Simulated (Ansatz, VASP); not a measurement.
# TiNi3C: VASP beside Ansatz

```
CELL_PARAMETERS angstrom
3.71993 0.00000 0.00000
0.00000 3.71993 0.00000
0.00000 0.00000 3.97181
ATOMIC_POSITIONS crystal
Ti 0.00000 0.00000 0.95957
Ni 0.50000 0.50000 0.03732
Ni 0.00000 0.50000 0.44759
Ni 0.50000 0.00000 0.44759
C 0.50000 0.50000 0.56794
```

Alike in both runs: functional PBE; k mesh 10 × 10 × 10; occupations gaussian, width 0.1 eV; no spin polarisation.

Ansatz relaxed the structure, and its values are those at the end. VASP's run is a single point on that final structure, the one shown.

|  | VASP | Ansatz |
| --- | --- | --- |
| version | VASP 6.6.1 | Ansatz 0.2.0 |
| potentials or method | VASP PAW PBE potentials, release 64 (Ti_sv, Ni, C), cutoff 520 eV | scalar-relativistic, plane waves, PAW |
| valence electrons in the cell | 46 | 70 |

|  | VASP | Ansatz | Ansatz less VASP |
| --- | --- | --- | --- |
| gap on the k mesh at the Fermi level (eV) | none | none | - |
| pressure (GPa) | 0.1 | 0.0 | -0.06 |
| rms of the force components (eV/Å) | 0.009 | 0.000 | -0.0085 |

A gap of «none» marks a metal or a gap that the smearing closes. VASP's potentials hold 46 valence electrons a cell and Ansatz's 70, so a difference there can come from the potentials and not from the codes.
